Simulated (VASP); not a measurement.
# LiTiH6O2F6 (P321) in VASP: electric field gradients with r2SCAN

Aim: the electric field gradients of LiTiH6O2F6 with r2SCAN.

All numbers are computed with VASP 6.6.1; they aren't measurements. Logs are shortened: lines on timing, memory, paths and dates and some standing lists are left out, and cuts for length are marked.

**1. The cell of the first run**

The structure is trigonal, space group P321 (No. 150). Conventional cell: a = 6.136 Å, b = 6.136 Å, c = 5.615 Å, α = 90.00°, β = 90.00°, γ = 120.00°. Li (site symmetry 32) has 6 F at 2.12 Å and 2 Ti at 2.81 Å and 6 H at 2.93 Å within 3.0 Å. Ti (site symmetry 32) has 6 F at 1.99 Å within 2.6 Å. H (site symmetry 1) has 1 O at 1.03 Å and 1 F at 1.44 Å within 1.5 Å. Within 1.4 Å of O (site symmetry 3) lie 3 H at 1.03 Å. Within 1.9 Å of F (site symmetry 1) lie 1 H at 1.44 Å.

**2. Electric field gradients, r2SCAN, collinear spin**

POSCAR reads:

```
LiTiH6O2F6
1.0
    6.1359104610      0.0000000000      0.0000000000
   -3.0679552305      5.3138543346      0.0000000000
    0.0000000000      0.0000000000      5.6151890000
Li Ti H O F
1 1 6 2 6
Direct
    0.0000000000      0.0000000000      0.5000000000
    0.0000000000      0.0000000000      0.0000000000
    0.1859310000      0.4931480000      0.2760630000
    0.5068520000      0.6927830000      0.2760630000
    0.4931480000      0.1859310000      0.7239370000
    0.3072170000      0.8140690000      0.2760630000
    0.6927830000      0.5068520000      0.7239370000
    0.8140690000      0.3072170000      0.7239370000
    0.3333333333      0.6666666667      0.3229850000
    0.6666666667      0.3333333333      0.6770150000
    0.2501020000      0.0118600000      0.2341360000
    0.9881400000      0.2382420000      0.2341360000
    0.0118600000      0.2501020000      0.7658640000
    0.7617580000      0.7498980000      0.2341360000
    0.2382420000      0.9881400000      0.7658640000
    0.7498980000      0.7617580000      0.7658640000
```

INCAR.step1 reads:

```
ALGO = Normal
EDIFF = 1E-5
ENCUT = 910
GGA = PE
GGA_COMPAT = False
ISMEAR = -1
ISPIN = 2
LASPH = True
LCHARG = False
LMAXMIX = 4
LREAL = Auto
LWAVE = True
MAGMOM = 0 1 0 0 0 0 0 0 0 0 0 0 0 0 0 0
NBANDS = 56
NELM = 200
PREC = Accurate
SIGMA = 0.02
```

INCAR.step2 reads:

```
ALGO = Normal
EDIFF = 1E-7
ENCUT = 910
GGA_COMPAT = False
ISIF = 2
ISMEAR = -1
ISPIN = 2
ISTART = 1
LASPH = True
LCHARG = False
LEFG = True
LMAXMIX = 4
LMIXTAU = True
LORBIT = 11
LREAL = Auto
LWAVE = False
MAGMOM = 0 1 0 0 0 0 0 0 0 0 0 0 0 0 0 0
METAGGA = R2SCAN
NBANDS = 56
NELM = 200
PREC = Accurate
SIGMA = 0.02
```

KPOINTS reads:

```
k-points
0
Gamma
  5 5 4
```

Potentials or basis: VASP PAW PBE potentials, release 64 (Li_sv, Ti_sv, H_h, O_h, F_h).

The run is started by

```
$ cat potpaw_PBE.64/Li_sv/POTCAR potpaw_PBE.64/Ti_sv/POTCAR potpaw_PBE.64/H_h/POTCAR potpaw_PBE.64/O_h/POTCAR potpaw_PBE.64/F_h/POTCAR > POTCAR
$ cp INCAR.step1 INCAR
$ mpirun -np 1 vasp_std > vasp.out
$ cp INCAR.step2 INCAR
$ mpirun -np 1 vasp_std > vasp.out
```

OUTCAR:

```text
EDIFF = 1E-7
   ENCUT = 910
   ISIF = 2
   ISMEAR = -1
   ISPIN = 2
   ISTART = 1
   LASPH = True
   LORBIT = 11
   LREAL = Auto
   METAGGA = R2SCAN
   NELM = 200
   PREC = Accurate

 ion  position               nearest neighbor table
   1  0.000  0.000  0.500-
   2  0.000  0.000  0.000-  11 1.99  15 1.99  12 1.99  16 1.99  13 1.99  14 1.99
   3  0.186  0.493  0.276-   9 1.03
   4  0.507  0.693  0.276-   9 1.03
   5  0.493  0.186  0.724-  10 1.03
   6  0.307  0.814  0.276-   9 1.03
   7  0.693  0.507  0.724-  10 1.03
   8  0.814  0.307  0.724-  10 1.03
   9  0.333  0.667  0.323-   6 1.03   3 1.03   4 1.03
  10  0.667  0.333  0.677-   8 1.03   5 1.03   7 1.03
  11  0.250  0.012  0.234-   2 1.99
  12  0.988  0.238  0.234-   2 1.99
  13  0.012  0.250  0.766-   2 1.99
  14  0.762  0.750  0.234-   2 1.99
  15  0.238  0.988  0.766-   2 1.99
  16  0.750  0.762  0.766-   2 1.99

  LATTYP: Found a hexagonal cell.
 ALAT       =     6.1359104610
 C/A-ratio  =     0.9151354205

  Lattice vectors:

 A1 = (   6.1359104610,   0.0000000000,   0.0000000000)
 A2 = (  -3.0679552305,   5.3138543346,   0.0000000000)
 A3 = (   0.0000000000,   0.0000000000,   5.6151890000)

Analysis of symmetry for initial positions (statically):
=====================================================================
 Subroutine PRICEL returns:
 Original cell was already a primitive cell.

 Routine SETGRP: Setting up the symmetry group for a
 hexagonal supercell.

 Subroutine GETGRP returns: Found  6 space group operations
 (whereof  6 operations were pure point group operations)
 out of a pool of 24 trial point group operations.

The static configuration has the point symmetry D_3 .

Analysis of symmetry for dynamics (positions and initial velocities):
=====================================================================
 Subroutine PRICEL returns:
 Original cell was already a primitive cell.

[... 1981 lines left out ...]
  energy-cutoff  :      910.00
  volume of cell :      183.09
      direct lattice vectors                 reciprocal lattice vectors
     6.135910461  0.000000000  0.000000000     0.162974999  0.094093659  0.000000000
    -3.067955230  5.313854335  0.000000000     0.000000000  0.188187319  0.000000000
     0.000000000  0.000000000  5.615189000     0.000000000  0.000000000  0.178088396

 POSITION                                       TOTAL-FORCE (eV/Angst)
 -----------------------------------------------------------------------------------
      0.00000      0.00000      2.80759        -0.000000     -0.000000     -0.000000
      0.00000      0.00000      0.00000        -0.000000     -0.000000      0.000000
     -0.37210      2.62052      1.55015         0.157768      0.320412      0.091586
      0.98457      3.68135      1.55015        -0.356369     -0.023575      0.091586
      2.45548      0.98801      4.06504         0.198601      0.296837     -0.091586
     -0.61247      4.32584      1.55015         0.198601     -0.296837      0.091586
[... 8 lines left out ...]
     -1.56974      5.25083      4.30047        -0.178307      0.017376      0.049765
      2.26427      4.04787      4.30047         0.104202      0.145731      0.049765
 -----------------------------------------------------------------------------------
    total drift:                                0.000002      0.000004     -0.000001

  FREE ENERGIE OF THE ION-ELECTRON SYSTEM (eV)
  ---------------------------------------------------
  free  energy   TOTEN  =       -99.9336111474 eV

  energy  without entropy=      -99.9336111288  energy(sigma->0) =      -99.93361114

 Electric field gradients (V/A^2)
---------------------------------------------------------------------
 ion       V_xx      V_yy      V_zz      V_xy      V_xz      V_yz
---------------------------------------------------------------------
   1      -0.116    -0.114     0.230     0.002    -0.000     0.000
   2      71.936    71.935  -143.871    -0.001     0.000    -0.000
   3      -3.808    13.198    -9.389     8.509     2.862     7.070
   4      16.316    -6.927    -9.389     3.109    -7.555    -1.056
   5       1.577     7.813    -9.389    11.619    -4.691    -6.014
   6       1.577     7.813    -9.390   -11.619     4.692    -6.015
[... 8 lines left out ...]
  15      13.947    -4.821    -9.126    29.443   -45.424    -4.404
  16     -25.629    34.751    -9.122    -6.592    18.898    41.540
---------------------------------------------------------------------

 Electric field gradients after diagonalization (V/A^2)
 (convention: |V_zz| > |V_xx| > |V_yy|)
----------------------------------------------------------------------
 ion       V_xx      V_yy      V_zz     asymmetry (V_yy - V_xx)/ V_zz
----------------------------------------------------------------------
   1      -0.117    -0.113     0.230       0.019
   2      71.937    71.934  -143.871       0.000
   3     -11.455    -7.334    18.789       0.219
   4     -11.455    -7.335    18.790       0.219
   5     -11.455    -7.334    18.789       0.219
   6     -11.456    -7.334    18.789       0.219
[... 8 lines left out ...]
  15     -50.006    -9.993    59.999       0.667
  16     -50.003    -9.995    59.998       0.667
----------------------------------------------------------------------

           NMR quadrupolar parameters

 Cq : quadrupolar parameter    Cq=e*Q*V_zz/h
 eta: asymmetry parameters     (V_yy - V_xx)/ V_zz
 Q  : nuclear electric quadrupole moment in mb (millibarn)
----------------------------------------------------------------------
 ion       Cq(MHz)       eta       Q (mb)
----------------------------------------------------------------------
   1       0.001       0.019       1.000
   2      -0.348       0.000       1.000
   3       0.045       0.219       1.000
   4       0.045       0.219       1.000
   5       0.045       0.219       1.000
   6       0.045       0.219       1.000
[... 8 lines left out ...]
  15       0.145       0.667       1.000
  16       0.145       0.667       1.000
----------------------------------------------------------------------

 total charge

# of ion       s       p       d       tot
------------------------------------------
    1        2.005   0.010   0.000   2.014
    2        2.150   6.162   1.761  10.073
    3        0.284   0.031   0.000   0.315
    4        0.284   0.031   0.000   0.315
    5        0.284   0.031   0.000   0.315
    6        0.284   0.031   0.000   0.315
[... 8 lines left out ...]
   15        1.300   3.228   0.000   4.528
   16        1.300   3.228   0.000   4.528
--------------------------------------------------
tot         15.692  30.655   1.761  48.107

 magnetization (x)

# of ion       s       p       d       tot
------------------------------------------
    1        0.000  -0.000   0.000  -0.000
    2        0.011   0.005   0.880   0.896
    3        0.000  -0.000   0.000   0.000
    4        0.000  -0.000   0.000   0.000
    5        0.000  -0.000   0.000   0.000
    6        0.000  -0.000   0.000   0.000
[... 8 lines left out ...]
   15        0.000   0.001   0.000   0.001
   16        0.000   0.001   0.000   0.001
--------------------------------------------------
tot          0.012   0.012   0.880   0.904
```

Wall time 67 min (1 thread of Intel Xeon Platinum 8375C at 2.90GHz (Ice Lake), shared host); peak memory 1.1 GiB.

Results:

| Quantity | Value |
| --- | --- |
| Free energy | -99.9336 eV |
| Pressure | -2.3 GPa |
| Largest force | 0.369 eV/Å |
| Band gap on the k mesh | 0.64 eV (least direct gap 0.71 eV) |
| Net moment | 1.00 μB per cell |
| Site moments | Li -0.00; Ti +0.90; H +0.00; O -0.00; F +0.00 μB |
| Largest electric field gradient by atom | Li +0.2; Ti -143.9; H +18.8; O -140.4; F +60.0 V/Å² |
| Valence electrons inside the program's atomic spheres | Li 2.01; Ti 10.07; H 0.32; O 3.48; F 4.53 |

Forces on the atoms (eV/Å):
```
Li   0.000  0.000  0.000
Ti   0.000  0.000  0.000
H    0.158  0.320  0.092
H   -0.356 -0.024  0.092
H    0.199  0.297 -0.092
H    0.199 -0.297  0.092
H    0.158 -0.320 -0.092
H   -0.356  0.024 -0.092
O    0.000  0.000 -0.204
O    0.000  0.000  0.204
F   -0.178 -0.017 -0.050
F    0.104 -0.146 -0.050
F    0.074 -0.163  0.050
F    0.074  0.163 -0.050
F   -0.178  0.017  0.050
F    0.104  0.146  0.050
```

Levels at points of the mesh, in eV from the valence-band top:
Spin up:
```
           k point  band 36  band 37  band 38  band 39  band 40  band 41
(0.00, 0.00, 0.00)    -5.36    -5.36    -0.07     0.65     0.65     2.44
(0.00, 0.00, 0.50)    -5.64    -5.38     0.00     0.72     0.72     2.90
```
Spin down:
```tsv
k point	band 35	band 36	band 37	band 38	band 39	band 40
(0.00, 0.00, 0.00)	-5.44	-5.32	-5.32	1.48	1.48	2.26
(0.00, 0.00, 0.50)	-5.61	-5.61	-5.38	1.54	1.54	2.76
```

Electric field gradients, principal values (V/Å²):
```csv
atom,least,middle,greatest (by size)
1 Li,-0.113,-0.117,0.230
2 Ti,71.934,71.937,-143.871
3 H,-7.334,-11.455,18.789
4 H,-7.335,-11.455,18.790
5 H,-7.334,-11.455,18.789
6 H,-7.334,-11.456,18.789
7 H,-7.335,-11.455,18.790
8 H,-7.334,-11.456,18.789
9 O,70.195,70.195,-140.390
10 O,70.195,70.195,-140.390
11 F,-9.994,-50.003,59.998
12 F,-9.993,-50.006,59.999
13 F,-9.994,-50.003,59.998
14 F,-9.995,-50.003,59.998
15 F,-9.993,-50.006,59.999
16 F,-9.995,-50.003,59.998
```

Caveat: semilocal functionals underestimate gaps, and a narrow one can read as zero; without QUAD_EFG the Cq values of the log hold for a quadrupole moment of 1 mb, not for the nuclei; the PAW data sets were made with another functional, which shifts forces and pressure a little.
